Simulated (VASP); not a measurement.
Wanted: the native input for a VASP 6.6.1 run.

```yaml
Task: single point
Functional: PBEsol
Potentials_or_basis: VASP PAW PBE potentials, release 64 (Ta_pv, O)
Cutoff: 520 eV
k_mesh: 12 × 12 × 6
Occupations: methfessel-paxton, width 0.5 eV
Spin: no spin polarisation
Dipole_correction: no
Further_INCAR_settings: ALGO = Normal; EDIFF = 1e-06; NBANDS = 33
```

The structure of Ta4O lies in POSCAR:

```
Ta4O
1.0
    3.2574970000      0.0000000000      0.0000000000
    0.0000000000      3.2574970000      0.0000000000
    0.0000000000      0.0000000000      7.4093410000
Ta O
4 1
Direct
    0.0000000000      0.0000000000      0.5000000000
    0.5000000000      0.5000000000      0.7831580000
    0.5000000000      0.5000000000      0.2168420000
    0.0000000000      0.0000000000      0.0000000000
    0.5000000000      0.5000000000      0.5000000000
```

These files were run (other wordings do the same):

INCAR

```
SYSTEM = Ta4O
  ALGO = Normal
  EDIFF = 1E-6
  ENCUT = 520
  GGA = PS
  ISIF = 2
  ISMEAR = 1
  LASPH = .TRUE.
  LCHARG = .FALSE.
  LREAL = .FALSE.
  LWAVE = .FALSE.
  NBANDS = 33
  NELM = 100
  PREC = Accurate
  SIGMA = 0.5
```

KPOINTS

```
k-points
0
G
  12 12 6
  0 0 0
```

Potentials or basis: VASP PAW PBE potentials, release 64 (Ta_pv, O).

The run is started by

```console
$ cat potpaw_PBE.64/Ta_pv/POTCAR potpaw_PBE.64/O/POTCAR > POTCAR
$ mpirun -np 1 vasp_std > vasp.out
```

Results of the run:

The pressure is -8.0 GPa. The largest force is 0.035 eV/Å. The band gap on the k mesh is zero (bands 25 and 26 overlap by 0.98 eV).

Caveat: the cell stands under tension; so wide a smearing shifts energies and pressures; the PAW data sets were made with another functional, which shifts forces and pressure a little; spin-orbit coupling is left out, which moves the levels of the heavy elements.

It took 3.9 min on 1 thread of Intel(R) Xeon(R) Platinum 8259CL CPU @ 2.50GHz (Skylake/Cascade Lake), with other jobs on the host, peak memory 0.34 GiB.
